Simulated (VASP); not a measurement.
# MgI2 (P-3m1) in VASP: a series of runs

MgI2 is run at these levels: PBE; tasks: single point.

Program: VASP 6.6.1. These are calculated values, not measurements. Logs are shortened: lines on timing, memory, paths and dates and some standing lists are left out, and cuts for length are marked.

**1. The cell of the first run**

It takes space group P-3m1 (No. 164, trigonal). The conventional cell has a = 4.091 Å, b = 4.091 Å, c = 6.965 Å, α = 90.00°, β = 90.00°, γ = 120.00°. Within 3.8 Å of Mg (site symmetry -3m) lie 6 I at 2.90 Å. Within 3.8 Å of I (site symmetry 3m) lie 3 Mg at 2.90 Å.

**2. Single point, PBE (strain -0.015 along x and y, +0.015 along z)**

The input, INCAR:

```
SYSTEM = MgI2
PREC = Accurate
ENCUT = 520
EDIFF = 1E-7
ISMEAR = 0
SIGMA = 0.05
LREAL = .False.
LASPH = .True.
NELM = 60
ALGO = Normal
ISIF = 2
LWAVE = .False.
LCHARG = .False.
GGA = PE
NBANDS = 15
```

The input, KPOINTS:

```
regular mesh
0
Gamma
  6 6 4
  0 0 0
```

The input, POSCAR:

```
MgI2
1.0
    4.0913946196      0.0000000000      0.0000000000
   -2.0456973098      3.5432516774      0.0000000000
    0.0000000000      0.0000000000      6.9649300000
Mg I
1 2
Direct
    0.0000000000      0.0000000000      0.0000000000
    0.3333333333      0.6666666667      0.7576300000
    0.6666666667      0.3333333333      0.2423700000
```

Potentials or basis: VASP PAW PBE potentials, release 64 (Mg, I).

Started as:

```console
$ cat potpaw_PBE.64/Mg/POTCAR potpaw_PBE.64/I/POTCAR > POTCAR
$ mpirun -np 1 vasp_std > vasp.out
```

OUTCAR:

```text
SYSTEM = MgI2
   PREC = Accurate
   ENCUT = 520
   EDIFF = 1E-7
   ISMEAR = 0
   LREAL = .False.
   LASPH = .True.
   NELM = 60
   ISIF = 2
   GGA = PE

 ion  position               nearest neighbor table
   1  0.000  0.000  0.000-   2 2.90   3 2.90   2 2.90   3 2.90   3 2.90   2 2.90
   2  0.333  0.667  0.758-   1 2.90   1 2.90   1 2.90
   3  0.667  0.333  0.242-   1 2.90   1 2.90   1 2.90

  LATTYP: Found a hexagonal cell.
 ALAT       =     4.0913946196
 C/A-ratio  =     1.7023364030

  Lattice vectors:

 A1 = (   4.0913946196,   0.0000000000,   0.0000000000)
 A2 = (  -2.0456973098,   3.5432516774,   0.0000000000)
 A3 = (   0.0000000000,   0.0000000000,   6.9649300000)

Analysis of symmetry for initial positions (statically):
=====================================================================
 Subroutine PRICEL returns:
 Original cell was already a primitive cell.

 Routine SETGRP: Setting up the symmetry group for a
 hexagonal supercell.

 Subroutine GETGRP returns: Found 12 space group operations
 (whereof 12 operations were pure point group operations)
 out of a pool of 24 trial point group operations.

The static configuration has the point symmetry D_3d.

Analysis of symmetry for dynamics (positions and initial velocities):
=====================================================================
 Subroutine PRICEL returns:
 Original cell was already a primitive cell.

 Routine SETGRP: Setting up the symmetry group for a
 hexagonal supercell.

 Subroutine GETGRP returns: Found 12 space group operations
 (whereof 12 operations were pure point group operations)
 out of a pool of 24 trial point group operations.

The dynamic configuration has the point symmetry D_3d.

 Subroutine INISYM returns: Found 12 space group operations
 (whereof 12 operations are pure point group operations),
 and found     1 'primitive' translations

----------------------------------------------------------------------------------------

                                     Primitive cell

  volume of cell :     100.9695

  direct lattice vectors                    reciprocal lattice vectors
     4.091394620  0.000000000  0.000000000     0.244415436  0.141113318  0.000000000
    -2.045697310  3.543251677  0.000000000     0.000000000  0.282226636  0.000000000
     0.000000000  0.000000000  6.964930000     0.000000000  0.000000000  0.143576461

  length of vectors
     4.091394620  4.091394620  6.964930000     0.282226636  0.282226636  0.143576461

  position of ions in fractional coordinates (direct lattice)
     0.000000000  0.000000000  0.000000000
     0.333333333  0.666666667  0.757630000
[... 92 lines left out ...]
   EFERMI =   0.00;   METHOD = LEGACY
   ISMEAR =     0;   SIGMA  =   0.05  broadening in eV -4-tet -1-fermi 0-gaus
   EFERMI_NEDOS =   21; number of points for ismear=-14 and -15
   IALGO  =     38    algorithm
   IMIX   =      4    mixing-type and parameters
     AMIX     =   0.40;   BMIX     =  1.00
     AMIX_MAG =   1.60;   BMIX_MAG =  1.00
  volume/ion in A,a.u.               =      33.66       227.13
  Fermi-wavevector in a.u.,A,eV,Ry     =   0.885900  1.674109 10.678112  0.784819
  Thomas-Fermi vector in A             =   2.006995
   LORBIT       =      0    0 simple, 1 ext, 2 COOP (PROOUT), +10 PAW based schemes
   GGA     = PE    functional components
   LHFCALC =     F    Hartree Fock is set to
   AEXX    =    0.0000 exact exchange contribution
   IVDW    =     0    specifies the selected vdW correction
   LEPSILON=     F    determine dielectric tensor
   LRPA    =     F    only Hartree local field effects (RPA)
 non-spin polarized calculation
 Gauss-broadening in eV      SIGMA  =   0.05
  energy-cutoff  :      520.00
  volume of cell :      100.97
 maximum number of plane-waves:      2738
   NGX = 15   NGY = 15   NGZ = 25

 number of electron      15.9999997 magnetization

 Free energy of the ion-electron system (eV)
  ---------------------------------------------------
  ext. energy  EPLUGINS =         0.00000000
  ---------------------------------------------------
  free energy    TOTEN  =        -7.67817578 eV

  energy without entropy =       -7.67817578  energy(sigma->0) =       -7.67817578

 E-fermi :   2.6874     XC(G=0):  -8.2736

 val. band max:        2.4547025581   @ k =   0.0000   0.0000   0.0000
 cond. band min:       5.9978502268   @ k =   0.5000   0.0000   0.2500
 fundamental gap:      3.5431476687
 Fermi energy:         2.6874244751

 k-point     1 :       0.0000    0.0000    0.0000
  band No.  band energies     occupation
      1      -9.7001      2.00000
      2      -9.0066      2.00000
      3      -1.2001      2.00000
      4       2.0915      2.00000
      5       2.0915      2.00000
      6       2.3297      2.00000
      7       2.4547      2.00000
      8       2.4547      2.00000
      9       6.2695      0.00000
     10       7.3439      0.00000
     11       9.2754      0.00000
     12       9.2754      0.00000
     13       9.7376      0.00000
     14      10.6625      0.00000
[... 401 lines left out ...]
      2      -8.7559      2.00000
      3      -0.7731      2.00000
      4      -0.3629      2.00000
      5      -0.3629      2.00000
      6       0.1545      2.00000
      7       1.8130      2.00000
      8       1.8130      2.00000
      9       7.2400      0.00000
     10       8.1148      0.00000
     11       8.1148      0.00000
     12       9.6831      0.00000
     13      10.9904      0.00000
     14      11.1651      0.00000
     15      11.4087      0.00000

------------------------ aborting loop because EDIFF is reached ----------------------------------------

  FORCE on cell =-STRESS in cart. coord.  units (eV):
  Direction    XX          YY          ZZ          XY          YZ          ZX
  --------------------------------------------------------------------------------------
  -------------------------------------------------------------------------------------
  Total        1.2692986      1.2692986      0.8093301      0.0000000     -0.0000000      0.0000000
  in kB       20.1411500     20.1411500     12.8423992      0.0000000     -0.0000000      0.0000000
  external PRESSURE =      17.7082331 kB  Pullay stress =       0.0000000 kB

 VOLUME and BASIS-vectors are now :
 -----------------------------------------------------------------------------
  energy-cutoff  :      520.00
  volume of cell :      100.97
      direct lattice vectors                 reciprocal lattice vectors
     4.091394620  0.000000000  0.000000000     0.244415436  0.141113318  0.000000000
    -2.045697310  3.543251677  0.000000000     0.000000000  0.282226636  0.000000000
     0.000000000  0.000000000  6.964930000     0.000000000  0.000000000  0.143576461

 POSITION                                       TOTAL-FORCE (eV/Angst)
 -----------------------------------------------------------------------------------
      0.00000      0.00000      0.00000         0.000000      0.000000      0.000000
     -0.00000      2.36217      5.27684        -0.000000      0.000000     -0.024846
      2.04570      1.18108      1.68809         0.000000     -0.000000      0.024846
 -----------------------------------------------------------------------------------
    total drift:                                0.000000     -0.000000     -0.000000

  FREE ENERGIE OF THE ION-ELECTRON SYSTEM (eV)
  ---------------------------------------------------
  free  energy   TOTEN  =        -7.6781757843 eV

  energy  without entropy=       -7.6781757843  energy(sigma->0) =       -7.67817578
```

OSZICAR:

```text
N       E                     dE             d eps       ncg     rms          rms(c)
DAV:   1     0.767012738709E+02    0.76701E+02   -0.58437E+03   720   0.844E+02
DAV:   2    -0.184048420511E+01   -0.78542E+02   -0.70854E+02   987   0.132E+02
DAV:   3    -0.770775185454E+01   -0.58673E+01   -0.58411E+01   965   0.410E+01
DAV:   4    -0.781686371403E+01   -0.10911E+00   -0.10910E+00  1030   0.679E+00
DAV:   5    -0.781840861403E+01   -0.15449E-02   -0.15448E-02   987   0.733E-01    0.417E+00
DAV:   6    -0.770165114320E+01    0.11676E+00   -0.10537E-01   832   0.165E+00    0.282E+00
DAV:   7    -0.767998810470E+01    0.21663E-01   -0.11922E-01   888   0.173E+00    0.708E-01
DAV:   8    -0.767803835928E+01    0.19497E-02   -0.76583E-03   839   0.497E-01    0.272E-01
DAV:   9    -0.767818449663E+01   -0.14614E-03   -0.99231E-04   944   0.187E-01    0.107E-01
DAV:  10    -0.767816887448E+01    0.15622E-04   -0.40134E-05   965   0.448E-02    0.353E-02
DAV:  11    -0.767817524525E+01   -0.63708E-05   -0.15843E-05   881   0.244E-02    0.268E-02
DAV:  12    -0.767817572198E+01   -0.47673E-06   -0.90986E-07  1014   0.496E-03    0.823E-03
DAV:  13    -0.767817578428E+01   -0.62303E-07   -0.22388E-08   633   0.102E-03
   1 F= -.76781758E+01 E0= -.76781758E+01  d E =-.153078E-12
```

It took 50 s on 1 thread of Intel Xeon 8259CL, shared host; peak memory 0.22 GiB.

Results:

```
Free energy            : -7.6782 eV
Pressure               : 1.8 GPa
Largest force          : 0.025 eV/Å
Band gap on the k mesh : 3.54 eV (least direct gap 3.81 eV)
```

Forces on the atoms (eV/Å):
```
Mg   0.000  0.000  0.000
I    0.000  0.000 -0.025
I    0.000  0.000  0.025
```

Caveat: the cell differs from its parent crystal (strain -0.015 along x and y, +0.015 along z); spin-orbit coupling is left out, which moves the levels of the heavy elements; this functional lacks dispersion, which binds the layers, so the pressure and a relaxed spacing across them are unreliable. A k mesh can miss the band edges.

**3. Single point, PBE (strain +0.000 along x and y, +0.015 along z)**

The input, INCAR:

```
ALGO     = Normal         # electronic algorithm
EDIFF    = 1E-6           # SCF threshold, eV
ENCUT    = 520            # plane-wave cutoff, eV
GGA      = PE             # functional
ISIF     = 2              # what is computed and relaxed
ISMEAR   = 0              # smearing method
LASPH    = T              # aspherical terms in the spheres
LCHARG   = F              # write CHGCAR
LREAL    = F              # projectors in reciprocal space
LWAVE    = F              # write WAVECAR
NBANDS   = 15             # bands
NELM     = 80             # most SCF steps
PREC     = Accurate       # precision mode
SIGMA    = 0.05           # smearing width, eV
```

The input, KPOINTS:

```
k-points
0
Gamma
  6 6 4
```

The input, POSCAR:

```
MgI2
1.0
    4.1537001214      0.0000000000      0.0000000000
   -2.0768500607      3.5972098248      0.0000000000
    0.0000000000      0.0000000000      6.9649300000
Mg I
1 2
Direct
    0.0000000000      0.0000000000      0.0000000000
    0.3333333333      0.6666666667      0.7576300000
    0.6666666667      0.3333333333      0.2423700000
```

Potentials or basis: VASP PAW PBE potentials, release 64 (Mg, I).

Started as:

```console
$ cat potpaw_PBE.64/Mg/POTCAR potpaw_PBE.64/I/POTCAR > POTCAR
$ mpirun -np 1 vasp_std > vasp.out
```

Run time: 47 s. Hardware: 1 thread of Intel Xeon 8259CL, shared host; peak memory 0.23 GiB.

Results (log left out):

```
Free energy            : -7.7052 eV
Pressure               : 0.7 GPa
Largest force          : 0.080 eV/Å
Band gap on the k mesh : 3.56 eV (least direct gap 3.71 eV)
```

Forces in eV/Å, atoms in the order of the input:
```
Mg   0.000  0.000  0.000
I    0.000  0.000  0.080
I    0.000  0.000 -0.080
```

Stress tensor (GPa, compression positive):
```
0.81 0.00 0.00
0.00 0.81 0.00
0.00 0.00 0.63
```

Levels at points of the mesh, in eV from the valence-band top:
```csv
k point,band 4,band 5,band 6,band 7,band 8,band 9,band 10,band 11,band 12,band 13
"(0.00, 0.00, 0.00)",-0.36,-0.36,-0.01,0.00,0.00,3.71,4.86,6.77,6.77,7.45
"(0.50, 0.00, 0.00)",-2.74,-1.78,-1.27,-0.85,-0.40,3.67,5.36,5.54,6.99,7.87
"(0.00, 0.00, 0.50)",-1.38,-0.26,-0.26,-0.09,-0.09,4.67,4.92,6.60,6.60,7.91
"(0.50, 0.00, 0.50)",-3.09,-1.12,-1.10,-0.76,-0.62,3.56,5.24,5.70,6.09,7.71
```

Caveat: the cell differs from its parent crystal (strain +0.000 along x and y, +0.015 along z); spin-orbit coupling is left out, which moves the levels of the heavy elements; this functional lacks dispersion, which binds the layers, so the pressure and a relaxed spacing across them are unreliable.
